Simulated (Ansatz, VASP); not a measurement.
## Ti: VASP beside Ansatz

The input INCAR:

```
ALGO = Normal
EDIFF = 1E-6
ENCUT = 520
GGA = PS
ISIF = 2
ISMEAR = -1
LASPH = T
LCHARG = F
LREAL = F
LWAVE = F
NBANDS = 19
NELM = 80
PREC = Accurate
SIGMA = 0.05
```

KPOINTS

```
k-points
0
Gamma
  14 14 8
```

File POSCAR:

```
Ti
1.0
    2.9695348394      0.0000000000      0.0000000000
   -1.4847674197      2.5716926084      0.0000000000
    0.0000000000      0.0000000000      4.7170340170
Ti
2
Direct
    0.3333333333      0.6666666667      0.2500000000
    0.6666666667      0.3333333333      0.7500000000
```

Input for Ansatz:

```yaml
crystal:
  lattice:
    - [2.9695348394, 0.0, 0.0]
    - [-1.4847674197, 2.5716926084, 0.0]
    - [0.0, 0.0, 4.717034017]
  atoms:
    - { symbol: Ti, position: [0.3333333333, 0.6666666667, 0.25] }
    - { symbol: Ti, position: [0.6666666667, 0.3333333333, 0.75] }
kpoints:
  mp_grid: { grid: [14, 14, 8] }
  band_path:
    path:
      - [0.0, 0.0, 0.0]
      - [0.5, 0.0, 0.0]
      - [0.3333333333, 0.3333333333, 0.0]
      - [0.0, 0.0, 0.0]
      - [0.0, 0.0, 0.5]
      - [0.5, 0.0, 0.5]
      - [0.3333333333, 0.3333333333, 0.5]
      - [0.0, 0.0, 0.5]
      - [0.5, 0.0, 0.5]
    npoints: 5
scf:
  occupations: { method: fermi_dirac, width: 0.05 }
hamiltonian:
  xc: pbesol
  pseudopotentials: { kind: all_electron, lapw: { basis_error: 0.00025 } }
output:
  forces: true
  stress: true
  eigenvalues: true
```

Change from the starting cell: volume scaled by 1.02.

Alike in both runs: task single point; functional PBEsol; k mesh 14 × 14 × 8; occupations fermi-dirac, width 0.05 eV; no spin polarisation.

|  | VASP | Ansatz |
| --- | --- | --- |
| version | VASP 6.6.1 | Ansatz 0.2.0 |
| potentials or method | VASP PAW PBE potentials, release 64 (Ti_sv), cutoff 520 eV | all-electron LAPW, scalar-relativistic |

```tsv
	VASP	Ansatz	Ansatz less VASP
pressure (GPa)	-7.9	-7.8	+0.14
traceless stress, the component that is largest in VASP (GPa)	-0.38	-0.37	+0.001
```

VASP's potentials were made for PBE, not for PBEsol. Ansatz ran all-electron here, and VASP with PAW potentials.
